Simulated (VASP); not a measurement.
# Mo (Immm) in VASP: single point with LDA

Aim: the single point of Mo with LDA.

Everything below comes from runs of VASP 6.6.1. Logs are shortened: lines on timing, memory, paths and dates and some standing lists are left out, and cuts for length are marked.

## Step 1: The cell of the first run

The structure is orthorhombic, space group Immm (No. 71). Conventional cell: a = 2.707 Å, b = 2.992 Å, c = 4.030 Å, α = 90.00°, β = 90.00°, γ = 90.00°. Mo (site symmetry mmm) has 12 Mo at 2.71 to 2.99 Å within 3.6 Å.

## Step 2: Single point, LDA (strain -0.1000 x Voigt [0, 0, 0, 1, 0, 0])

Input file INCAR:

```
PREC = Accurate
ENCUT = 520
EDIFF = 1E-7
ISMEAR = 0
SIGMA = 0.15
LREAL = F
LASPH = T
NELM = 60
ALGO = Fast
ISIF = 2
LWAVE = F
LCHARG = T
GGA = CA
LELF = T
LVHAR = T
NBANDS = 13
```

Input file KPOINTS:

```
Automatic mesh
0
Gamma
  20 20 20
```

Input file POSCAR:

```
Mo
1.0
    0.0000000000      1.9142500000      1.9142500000
    2.0150000000     -0.1007500000      2.0150000000
    2.0150000000      2.0150000000     -0.1007500000
Mo
1
Direct
    0.0000000000      0.0000000000      0.0000000000
```

Potentials or basis: VASP PAW LDA potentials, release 64 (Mo_sv).

On the command line:

```sh
$ cat potpaw_LDA.64/Mo_sv/POTCAR > POTCAR
$ mpirun -np 1 vasp_std > vasp.out
```

OUTCAR:

```text
PREC = Accurate
   ENCUT = 520
   EDIFF = 1E-7
   ISMEAR = 0
   LREAL = F
   LASPH = T
   NELM = 60
   ISIF = 2
   GGA = CA

 ion  position               nearest neighbor table
   1  0.000  0.000  0.000-

  LATTYP: Found a body centered orthorhombic cell.
 ALAT       =     2.7071583118
 B/A-ratio  =     1.1052631579
 C/A-ratio  =     1.4886458551

  Lattice vectors:

 A1 = (  -2.0150000000,   0.1007500000,  -2.0150000000)
 A2 = (  -2.0150000000,  -0.1007500000,   2.0150000000)
 A3 = (   2.0150000000,   2.0150000000,  -0.1007500000)

Analysis of symmetry for initial positions (statically):
=====================================================================
 Subroutine PRICEL returns:
 Original cell was already a primitive cell.

 Routine SETGRP: Setting up the symmetry group for a
 body centered orthorhombic supercell.

 Subroutine GETGRP returns: Found  8 space group operations
 (whereof  8 operations were pure point group operations)
 out of a pool of  8 trial point group operations.

The static configuration has the point symmetry D_2h.

Analysis of symmetry for dynamics (positions and initial velocities):
=====================================================================
 Subroutine PRICEL returns:
 Original cell was already a primitive cell.

 Routine SETGRP: Setting up the symmetry group for a
 body centered orthorhombic supercell.

 Subroutine GETGRP returns: Found  8 space group operations
 (whereof  8 operations were pure point group operations)
 out of a pool of  8 trial point group operations.

The dynamic configuration has the point symmetry D_2h.

 Subroutine INISYM returns: Found  8 space group operations
 (whereof  8 operations are pure point group operations),
 and found     1 'primitive' translations

----------------------------------------------------------------------------------------

                                     Primitive cell

  volume of cell :      16.3218

  direct lattice vectors                    reciprocal lattice vectors
     0.000000000  1.914250000  1.914250000    -0.248138958  0.261198903  0.261198903
     2.015000000 -0.100750000  2.015000000     0.248138958 -0.236322817  0.236322817
     2.015000000  2.015000000 -0.100750000     0.248138958  0.236322817 -0.236322817

  length of vectors
     2.707158312  2.851420797  2.851420797     0.444997389  0.416257000  0.416257000

  position of ions in fractional coordinates (direct lattice)
     0.000000000  0.000000000  0.000000000

  ion indices of the primitive-cell ions
   primitive index   ion index
                 1           1

----------------------------------------------------------------------------------------

 KPOINTS: Automatic mesh

Automatic generation of k-mesh.
 Grid dimensions read from file:
 generate k-points for:   20   20   20

 Generating k-lattice:

  Cartesian coordinates                     Fractional coordinates (reciprocal lattice)
    -0.012406948  0.013059945  0.013059945     0.050000000  0.000000000  0.000000000
     0.012406948 -0.011816141  0.011816141     0.000000000  0.050000000  0.000000000
     0.012406948  0.011816141 -0.011816141     0.000000000  0.000000000  0.050000000

  Length of vectors
     0.022249869  0.020812850  0.020812850

  Shift w.r.t. Gamma in fractional coordinates (k-lattice)
     0.000000000  0.000000000  0.000000000

 Subroutine IBZKPT returns following result:
 ===========================================

 Found   1166 irreducible k-points:

 Following reciprocal coordinates:
            Coordinates               Weight
  0.000000  0.000000  0.000000      1.000000
  0.050000  0.000000  0.000000      4.000000
  0.100000 -0.000000 -0.000000      4.000000
  0.150000  0.000000 -0.000000      4.000000
  0.200000 -0.000000 -0.000000      4.000000
  0.250000 -0.000000 -0.000000      4.000000
[... 16 lines left out ...]
 -0.450000  0.050000  0.000000      8.000000
 -0.400000  0.050000  0.000000      8.000000
 [... further k-points ...]
   k-points           NKPTS =   1166   k-points in BZ     NKDIM =   1166   number of bands    NBANDS=     13
   number of dos      NEDOS =    301   number of ions     NIONS =      1
   total plane-waves  NPLWV =  11520
   dimension x,y,z NGX =    20 NGY =   24 NGZ =   24
   dimension x,y,z NGXF=    40 NGYF=   48 NGZF=   48
   ions per type =               1
   NGX,Y,Z   is equivalent  to a cutoff of  12.28, 13.99, 13.99 a.u.
   NGXF,Y,Z  is equivalent  to a cutoff of  24.56, 27.99, 27.99 a.u.
 SYSTEM =  unknown system
   PREC   = accura    normal or accurate (medium, high low for compatibility)
   ISTART =      0    job   : 0-new  1-cont  2-samecut
   ICHARG =      2    charge: 1-file 2-atom 10-const
   ISPIN  =      1    spin polarized calculation?
   LNONCOLLINEAR =      F non collinear calculations
   LSORBIT =      F    spin-orbit coupling
   LASPH  =      T    aspherical Exc in radial PAW
   ENCUT  =  520.0 eV  38.22 Ry    6.18 a.u.   5.03  5.30  5.30*2*pi/ulx,y,z
   NELM   =     60;   NELMIN=  2; NELMDL= -5     # of ELM steps
   EDIFF  = 0.1E-06   stopping-criterion for ELM
   LREAL  =      F    real-space projection
   EDIFFG = 0.1E-05   stopping-criterion for IOM
   NSW    =      0    number of steps for IOM
   IBRION =     -1    ionic relax: 0-MD 1-quasi-New 2-CG
   NFREE  =      0    steps in history (QN), initial steepest desc. (CG)
   ISIF   =      2    stress and relaxation
   ISYM   =      2    0-nonsym 1-usesym 2-fastsym
   POTIM  = 0.5000    time-step for ionic-motion
   TEBEG  =    0.0;   TEEND  =   0.0 temperature during run
   PSTRESS=    0.0 pullay stress
   NELECT =      14.0000    total number of electrons
   NUPDOWN=      -1.0000    fix difference up-down
   EMIN   =  10.00;   EMAX   =-10.00  energy-range for DOS
   EFERMI =   0.00;   METHOD = LEGACY
   ISMEAR =     0;   SIGMA  =   0.15  broadening in eV -4-tet -1-fermi 0-gaus
   EFERMI_NEDOS =   21; number of points for ismear=-14 and -15
   IALGO  =     68    algorithm
   IMIX   =      4    mixing-type and parameters
     AMIX     =   0.40;   BMIX     =  1.00
     AMIX_MAG =   1.60;   BMIX_MAG =  1.00
  volume/ion in A,a.u.               =      16.32       110.14
  Fermi-wavevector in a.u.,A,eV,Ry     =   1.555469  2.939411 32.919096  2.419485
  Thomas-Fermi vector in A             =   2.659406
   LORBIT       =      0    0 simple, 1 ext, 2 COOP (PROOUT), +10 PAW based schemes
   GGA     = CA    functional components
   LHFCALC =     F    Hartree Fock is set to
   AEXX    =    0.0000 exact exchange contribution
   IVDW    =     0    specifies the selected vdW correction
   LEPSILON=     F    determine dielectric tensor
   LRPA    =     F    only Hartree local field effects (RPA)
 non-spin polarized calculation
 RMM-DIIS sequential band-by-band and
 Gauss-broadening in eV      SIGMA  =   0.15
  energy-cutoff  :      520.00
  volume of cell :       16.32
 maximum number of plane-waves:       454
   NGX =  9   NGY = 11   NGZ = 11

 number of electron      14.0000000 magnetization

 Free energy of the ion-electron system (eV)
  ---------------------------------------------------
  ext. energy  EPLUGINS =         0.00000000
  ---------------------------------------------------
  free energy    TOTEN  =       -11.67017466 eV

  energy without entropy =      -11.65599846  energy(sigma->0) =      -11.66308656

 E-fermi :  11.4919     XC(G=0): -13.3438

 val. band max:       11.4907988626   @ k =   0.0000   0.3500   0.0000
 cond. band min:      11.4927405235   @ k =   0.2000   0.0500   0.0500
 fundamental gap:      0.0019416609
 Fermi energy:        11.4918935109

 k-point     1 :       0.0000    0.0000    0.0000
  band No.  band energies     occupation
      1     -49.0450      2.00000
      2     -22.6959      2.00000
      3     -22.6119      2.00000
      4     -22.4354      2.00000
      5       4.7069      2.00000
      6       9.9223      2.00000
      7      10.4188      2.00000
      8      11.4714      1.15298
      9      13.3545      0.00000
     10      13.3584      0.00000
     11      24.4372      0.00000
     12      28.4134      0.00000
     13      29.6602      0.00000

 k-point     2 :       0.0500    0.0000    0.0000
  band No.  band energies     occupation
      1     -49.0386      2.00000
      2     -22.6996      2.00000
      3     -22.6250      2.00000
      4     -22.4661      2.00000
      5       4.8152      2.00000
      6       9.9751      2.00000
      7      10.4630      2.00000
      8      11.4098      1.56111
      9      13.2899      0.00000
     10      13.2996      0.00000
     11      24.6588      0.00000
     12      28.6307      0.00000
     13      29.5449      0.00000

 k-point     3 :       0.1000   -0.0000   -0.0000
  band No.  band energies     occupation
      1     -49.0201      2.00000
      2     -22.7105      2.00000
      3     -22.6784      2.00000
      4     -22.5387      2.00000
      5       5.1279      2.00000
      6      10.1205      2.00000
      7      10.5321      2.00000
      8      11.3125      1.90925
      9      13.1142      0.00000
     10      13.1551      0.00000
     11      25.2582      0.00000
     12      28.7398      0.00000
     13      29.2604      0.00000
[... 305 lines left out ...]
 k-point    23 :      -0.4500    0.0500    0.0000
  band No.  band energies     occupation
      1     -48.7808      2.00000
      2     -23.8896      2.00000
      3     -22.8617      2.00000
      4     -22.8132      2.00000
      5       6.9056      2.00000
      6       9.7296      2.00000
      7      10.9166      2.00000
      8      13.0238      0.00000
      9      15.2239      0.00000
     10      15.7557      0.00000
     11      22.8597      0.00000
     12      24.2781      0.00000
     13      28.9186      0.00000

 k-point    24 :      -0.4000    0.0500    0.0000
  band No.  band energies     occupation
      1     -48.7968      2.00000
      2     -23.8092      2.00000
      3     -22.8593      2.00000
      4     -22.7956      2.00000
      5       6.9637      2.00000
      6       9.8424      2.00000
      7      10.9866      2.00000
      8      12.4855      0.00000
      9      14.8410      0.00000
     10      15.3705      0.00000
     11      23.0487      0.00000
     12      25.1493      0.00000
     13      29.4122      0.00000

 [... further k-points ...]

------------------------ aborting loop because EDIFF is reached ----------------------------------------

  FORCE on cell =-STRESS in cart. coord.  units (eV):
  Direction    XX          YY          ZZ          XY          YZ          ZX
  --------------------------------------------------------------------------------------
  -------------------------------------------------------------------------------------
  Total       -1.1529168     -1.5030048     -1.5030048      0.0000000     -0.1482332      0.0000000
  in kB     -113.1723961   -147.5376626   -147.5376626      0.0000000    -14.5508357      0.0000000
  external PRESSURE =    -136.0825737 kB  Pullay stress =       0.0000000 kB

 VOLUME and BASIS-vectors are now :
 -----------------------------------------------------------------------------
  energy-cutoff  :      520.00
  volume of cell :       16.32
      direct lattice vectors                 reciprocal lattice vectors
     0.000000000  1.914250000  1.914250000    -0.248138958  0.261198903  0.261198903
     2.015000000 -0.100750000  2.015000000     0.248138958 -0.236322817  0.236322817
     2.015000000  2.015000000 -0.100750000     0.248138958  0.236322817 -0.236322817

 POSITION                                       TOTAL-FORCE (eV/Angst)
 -----------------------------------------------------------------------------------
      0.00000      0.00000      0.00000         0.000000      0.000000     -0.000000
 -----------------------------------------------------------------------------------
    total drift:                                0.000000      0.000000     -0.000000

  FREE ENERGIE OF THE ION-ELECTRON SYSTEM (eV)
  ---------------------------------------------------
  free  energy   TOTEN  =       -11.6701746623 eV

  energy  without entropy=      -11.6559984571  energy(sigma->0) =      -11.66308656
```

Run time: 96 s. Hardware: 1 thread of Intel Xeon 6975P-C (Granite Rapids), shared host; peak memory 0.32 GiB.

Results:

| Item | Value |
| --- | --- |
| Free energy | -11.6702 eV |
| Pressure | -13.6 GPa |
| Band gap on the k mesh | zero (bands 7 and 8 overlap by 4.67 eV) |

Stress tensor (GPa, compression positive):
```
-11.32   0.00   0.00
  0.00 -14.75  -1.46
  0.00  -1.46 -14.75
```

Caveat: the cell differs from its parent crystal (strain -0.1000 x Voigt [0, 0, 0, 1, 0, 0]); the cell stands under tension.
